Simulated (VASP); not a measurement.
Set up this calculation in VASP 6.6.1, as the native input.

* Task: single point
* Functional: PBEsol
* Potentials or basis: VASP PAW PBE potentials, release 64 (O, Mg, Cd)
* Cutoff: 520 eV
* k mesh: 1 × 1 × 1, shifted
* Occupations: fermi-dirac, width 0.05 eV
* Spin: no spin polarisation
* Dipole correction: no
* Further INCAR settings: LREAL = Auto; ALGO = Normal; EDIFF = 1e-06; NBANDS = 286

The structure of MgCd3O4 lies in POSCAR:

```
MgCd3O4
1.0
    9.1860107730      0.0000000000      0.0000000000
    0.0000000000      9.1860107730      0.0000000000
    0.0000000000      0.0000000000      9.1860107730
O Mg Cd
32 8 24
Direct
    0.2362510000      0.9838080000      0.0041910000
    0.2477070000      0.9820710000      0.4967030000
    0.2484770000      0.5164350000      0.0140930000
    0.2497560000      0.5159390000      0.4860110000
    0.7635080000      0.9952290000      0.0145450000
    0.7516600000      0.9845620000      0.4865080000
    0.7531560000      0.5040040000      0.0035680000
    0.7512980000      0.5188510000      0.4966010000
    0.0020730000      0.2336450000      0.0008410000
    0.0001390000      0.2475220000      0.5009350000
    0.0135270000      0.7613120000      0.9991290000
    0.0059690000      0.7506220000      0.5023930000
    0.4989960000      0.2485700000      0.0111420000
    0.4997570000      0.2496020000      0.4886280000
    0.4856260000      0.7514070000      0.9859980000
    0.4968260000      0.7506430000      0.5114930000
    0.9868860000      0.0008060000      0.2379810000
    0.9975610000      0.9993940000      0.7669960000
    0.0134150000      0.4963760000      0.2491550000
    0.0002980000      0.4984870000      0.7526850000
    0.5117980000      0.0132170000      0.2482740000
    0.5004140000      0.9898200000      0.7518070000
    0.4901180000      0.4862420000      0.2490870000
    0.4997330000      0.5105870000      0.7508410000
    0.2641750000      0.2616800000      0.2507900000
    0.2535830000      0.2514320000      0.7492140000
    0.2542120000      0.7385550000      0.2516630000
    0.2627760000      0.7484950000      0.7444340000
    0.7363840000      0.2391250000      0.2519050000
    0.7459060000      0.2494580000      0.7479630000
    0.7452490000      0.7608570000      0.2636730000
    0.7341810000      0.7510740000      0.7351620000
    0.0001260000      0.9953980000      0.0041600000
    0.2500170000      0.7499510000      0.0028530000
    0.2531780000      0.7475250000      0.5000760000
    0.7423930000      0.7528200000      0.4997820000
    0.2535420000      0.5028980000      0.2503760000
    0.7494360000      0.9986960000      0.2503120000
    0.5000640000      0.2496790000      0.2497280000
    0.4963410000      0.7503860000      0.7474120000
    0.9984640000      0.9962960000      0.4984650000
    0.0034940000      0.5015560000      0.0022990000
    0.0015630000      0.5025060000      0.4989250000
    0.4992830000      0.9979390000      0.0018840000
    0.5003860000      0.9980000000      0.4983600000
    0.4972390000      0.5016440000      0.0013850000
    0.4987680000      0.5023040000      0.4983960000
    0.2498510000      0.2497060000      0.0036290000
    0.2511880000      0.2525170000      0.4969360000
    0.7505220000      0.2459590000      0.0032170000
    0.7486050000      0.2473480000      0.4971660000
    0.7487490000      0.7525320000      0.9992490000
    0.2502800000      0.9985400000      0.2493580000
    0.2488800000      0.9954020000      0.7520450000
    0.2512320000      0.5042320000      0.7503800000
    0.7497180000      0.9965880000      0.7503070000
    0.7481620000      0.4997350000      0.2517990000
    0.7486580000      0.5034090000      0.7481200000
    0.0003090000      0.2476890000      0.2491580000
    0.9998420000      0.2475010000      0.7524160000
    0.0006480000      0.7504150000      0.2507780000
    0.0011340000      0.7508680000      0.7503980000
    0.4996970000      0.2497690000      0.7503950000
    0.4988410000      0.7501810000      0.2506530000
```

One way to write it, as run:

INCAR

```
SYSTEM = MgCd3O4
PREC     = Accurate       ! precision mode
ENCUT    = 520            ! plane-wave cutoff, eV
EDIFF    = 1E-6           ! SCF threshold, eV
ISMEAR   = -1             ! smearing method
SIGMA    = 0.05           ! smearing width, eV
LREAL    = Auto         
LASPH    = .TRUE.         ! aspherical terms in the spheres
NELM     = 80             ! most SCF steps
ALGO     = Normal         ! electronic algorithm
ISIF     = 2              ! what is computed and relaxed
LWAVE    = .FALSE.        ! write WAVECAR
LCHARG   = .FALSE.        ! write CHGCAR
GGA      = PS             ! functional
NBANDS   = 286            ! bands
```

KPOINTS

```
Automatic mesh
0
Gamma
  1 1 1
  0.5 0.5 0.5
```

Potentials or basis: VASP PAW PBE potentials, release 64 (O, Mg, Cd).

Command:

```bash
$ cat potpaw_PBE.64/O/POTCAR potpaw_PBE.64/Mg/POTCAR potpaw_PBE.64/Cd/POTCAR > POTCAR
$ mpirun -np 1 vasp_std > vasp.out
```

Results of the run:

```yaml
Pressure: 1.3 GPa
Largest_force: 0.087 eV/Å
Band_gap_on_the_k_mesh: 3.04 eV
```

Caveat: the k points lie up to 0.68 Å⁻¹ apart; the PAW data sets were made with another functional, which shifts forces and pressure a little; a shifted mesh leaves out Γ, where band edges can lie.

It took 15 min on 1 thread of AMD EPYC 7R43 64-Core Processor (Zen 3) (shared host), peak memory 0.73 GiB.
